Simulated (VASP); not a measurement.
A run of VASP 6.6.1:

Contents of INCAR:

```
PREC     = Accurate       # precision mode
ENCUT    = 520            # plane-wave cutoff, eV
EDIFF    = 1E-7           # SCF threshold, eV
ISMEAR   = -1             # smearing method
SIGMA    = 0.05           # smearing width, eV
LREAL    = False          # projectors in reciprocal space
LASPH    = True           # aspherical terms in the spheres
NELM     = 80             # most SCF steps
ALGO     = Normal         # electronic algorithm
ISIF     = 2              # what is computed and relaxed
LWAVE    = False          # write WAVECAR
LCHARG   = False          # write CHGCAR
GGA      = PE             # functional
NBANDS   = 12             # bands
```

The input KPOINTS:

```
regular mesh
0
Gamma
  12 12 12
```

The input POSCAR:

```
Tc
1.0
    0.0000000000      1.9500000000      1.9500000000
    1.9500000000      0.0000000000      1.9500000000
    1.9500000000      1.9500000000      0.0000000000
Tc
1
Direct
    0.0000000000      0.0000000000      0.0000000000
```

Potentials or basis: VASP PAW PBE potentials, release 64 (Tc_pv).

Launch:

```console
$ cat potpaw_PBE.64/Tc_pv/POTCAR > POTCAR
$ mpirun -np 1 vasp_std > vasp.out
```

Hardware: 1 thread of Intel Xeon 6975P-C (shared host).

Task: How long does it take, and how much memory?

Result: Wall time 7.9 s on 1 thread of Intel Xeon 6975P-C, on a shared host, peak memory 0.15 GiB. Counts: scf iterations 13, k points 72.
